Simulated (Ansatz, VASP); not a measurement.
**MgO in VASP and in Ansatz**

INCAR

```
SYSTEM = MgO
PREC = Accurate
ENCUT = 600
EDIFF = 1E-6
ISMEAR = 0
SIGMA = 0.02
LREAL = .FALSE.
LASPH = .TRUE.
NELM = 120
ALGO = Normal
ISIF = 2
LWAVE = .FALSE.
LCHARG = .FALSE.
GGA = PE
NBANDS = 11
GGA_COMPAT = .FALSE.
```

The input KPOINTS:

```
Automatic mesh
0
G
  8 8 8
  0 0 0
```

The input POSCAR:

```
MgO
1.0
    0.0000000000      2.1050000000      2.1050000000
    2.1050000000      0.0000000000      2.1050000000
    2.1050000000      2.1050000000      0.0000000000
Mg O
1 1
Direct
    0.0000000000      0.0000000000      0.0000000000
    0.5000000000      0.5000000000      0.5000000000
```

Input for Ansatz:

```yaml
crystal:
  lattice:
    - [0.0, 2.105, 2.105]
    - [2.105, 0.0, 2.105]
    - [2.105, 2.105, 0.0]
  atoms:
    - { symbol: Mg, position: [0.0, 0.0, 0.0] }
    - { symbol: O, position: [0.5, 0.5, 0.5] }
basis:
  ecutwfc: 520
kpoints:
  mp_grid: { grid: [8, 8, 8] }
hamiltonian:
  xc: pbe
  pseudopotentials: { kind: paw }
scf:
  occupations: { method: gaussian, width: 0.02 }
output:
  forces: true
  stress: true
  eigenvalues: true
```

Alike in both runs: task single point; functional PBE; k mesh 8 × 8 × 8; occupations gaussian, width 0.02 eV; no spin polarisation.

|  | VASP | Ansatz |
| --- | --- | --- |
| version | VASP 6.6.1 | Ansatz 0.2.0 |
| potentials or method | VASP PAW PBE potentials, release 64 (Mg, O), cutoff 600 eV | scalar-relativistic, plane waves, PAW |
| valence electrons in the cell | 8 | 16 |

Ansatz gave:

```
gap on the k mesh at the Fermi level (eV) : 4.76
least direct gap on the mesh (eV)         : 4.76
pressure (GPa)                            : 5.0
```

Which values does VASP return?

gap on the k mesh at the Fermi level (eV): 4.74; least direct gap on the mesh (eV): 4.74; pressure (GPa): 3.9.

VASP's potentials hold 8 valence electrons a cell and Ansatz's 16, so a difference there can come from the potentials and not from the codes.
